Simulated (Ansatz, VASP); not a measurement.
## Ta: VASP beside Ansatz

Contents of INCAR:

```
SYSTEM = Ta
  PREC = Accurate
  ENCUT = 520
  EDIFF = 1E-7
  ISMEAR = 0
  SIGMA = 0.15
  LREAL = .False.
  LASPH = .True.
  NELM = 100
  ALGO = Normal
  ISIF = 2
  LWAVE = .False.
  LCHARG = .False.
  GGA = PS
  NBANDS = 12
```

File KPOINTS:

```
Automatic mesh
0
Gamma
  20 20 20
  0 0 0
```

POSCAR

```
Ta
1.0
   -1.6512800000      1.6512800000      1.6760492000
    1.6512800000     -1.6512800000      1.6760492000
    1.6512800000      1.6512800000     -1.6760492000
Ta
1
Direct
    0.0000000000      0.0000000000      0.0000000000
```

Input for Ansatz:

```yaml
crystal:
  lattice:
    - [-1.65128, 1.65128, 1.6760492]
    - [1.65128, -1.65128, 1.6760492]
    - [1.65128, 1.65128, -1.6760492]
  atoms:
    - { symbol: Ta, position: [0.0, 0.0, 0.0] }
basis:
  ecutwfc: 420
kpoints:
  mp_grid: { grid: [20, 20, 20] }
hamiltonian:
  xc: pbesol
scf:
  occupations: { method: gaussian, width: 0.15 }
output:
  forces: true
  stress: true
  eigenvalues: true
  write_density: true
  write_potential: true
  elf: true
  volumetric_format: npy
```

Change from the starting cell: strain +0.000 along x and y, +0.015 along z, atoms carried along.

Alike in both runs: task single point; functional PBEsol; k mesh 20 × 20 × 20; occupations gaussian, width 0.15 eV; no spin polarisation.

|  | VASP | Ansatz |
| --- | --- | --- |
| version | VASP 6.6.1 | Ansatz 0.2.0 |
| potentials or method | VASP PAW PBE potentials, release 64 (Ta_pv), cutoff 520 eV | scalar-relativistic, plane waves, PAW |
| valence electrons in the cell | 11 | 13 |

VASP gave:

* gap on the k mesh at the Fermi level (eV): none
* pressure (GPa): -6.5
* traceless stress, the component that is largest in VASP (GPa): -1.16

Q: Which values does Ansatz return?

A: gap on the k mesh at the Fermi level (eV): none; pressure (GPa): -6.6; traceless stress, the component that is largest in VASP (GPa): -1.16.

VASP's potentials were made for PBE, not for PBEsol. A gap of «none» marks a metal or a gap that the smearing closes. The functional is the same, so the differences come from potentials, cutoffs and numerics. VASP's potentials hold 11 valence electrons a cell and Ansatz's 13, so a difference there can come from the potentials and not from the codes.

Spin-orbit coupling is off throughout.
